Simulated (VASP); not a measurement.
LiH:

```
Li H
1.0
     0.00000    1.99847    1.99847
     1.99847    0.00000    1.99847
     1.99847    1.99847    0.00000
Li H
1 1
Direct
  0.00000 0.00000 0.00000
  0.50000 0.50000 0.50000
```

Base run:

```yaml
Program: VASP 6.6.1
Functional: PBE
Potentials_or_basis: VASP PAW PBE potentials, release 64 (Li_sv, H)
Cutoff: 520 eV
k_mesh: 10 × 10 × 10
Occupations: gaussian, width 0.01 eV
Spin: no spin polarisation
```

Its results: band gap on the k mesh 2.97 eV, direct.

Problem. After a change of settings the same cell gave: band gap on the k mesh 3.58 eV, direct. Which change was it?
A. occupations from gaussian, width 0.01 eV to fermi-dirac, width 0.02 eV; further incar settings from ALGO = Normal; EDIFF = 1e-08 to ALGO = Normal; EDIFF = 1e-06; NBANDS = 9
B. functional from PBE to r2SCAN; further incar settings from ALGO = Normal; EDIFF = 1e-08 to ALGO = Normal; EDIFF = 1e-07; NBANDS = 9
C. k mesh from 10 × 10 × 10 to 6 × 6 × 6; further incar settings from ALGO = Normal; EDIFF = 1e-08 to ALGO = Normal; EDIFF = 1e-06; NBANDS = 9

Solution. B.
